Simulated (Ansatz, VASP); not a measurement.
## Two plane-wave programs on AgI

```
Ag I
1.0
     0.00000    3.17401    3.17401
     3.17401    0.00000    3.17401
     3.17401    3.17401    0.00000
Ag I
1 1
Direct
  0.00000 0.00000 0.00000
  0.75000 0.75000 0.75000
```

Alike in both runs: functional LDA; k mesh 8 × 8 × 8; occupations gaussian, width 0.02 eV; no spin polarisation.

Ansatz relaxed the structure, and its values are those at the end. VASP's run is a single point on that final structure, the one shown.

|  | VASP | Ansatz |
| --- | --- | --- |
| version | VASP 6.6.1 | Ansatz 0.2.0 |
| potentials or method | VASP PAW LDA potentials, release 64 (Ag, I), cutoff 500 eV | scalar-relativistic, plane waves, PAW |
| valence electrons in the cell | 18 | 36 |

```csv
,VASP,Ansatz,Ansatz less VASP
gap on the k mesh at the Fermi level (eV),1.09,1.06,-0.035
least direct gap on the mesh (eV),1.09,1.06,-0.035
pressure (GPa),0.0,0.0,-0.02
```

LDA's correlation is that of Perdew and Zunger in VASP and of Perdew and Wang (1992) in Ansatz. VASP's potentials hold 18 valence electrons a cell and Ansatz's 36, so a difference there can come from the potentials and not from the codes.

Neither program's run includes spin-orbit coupling.
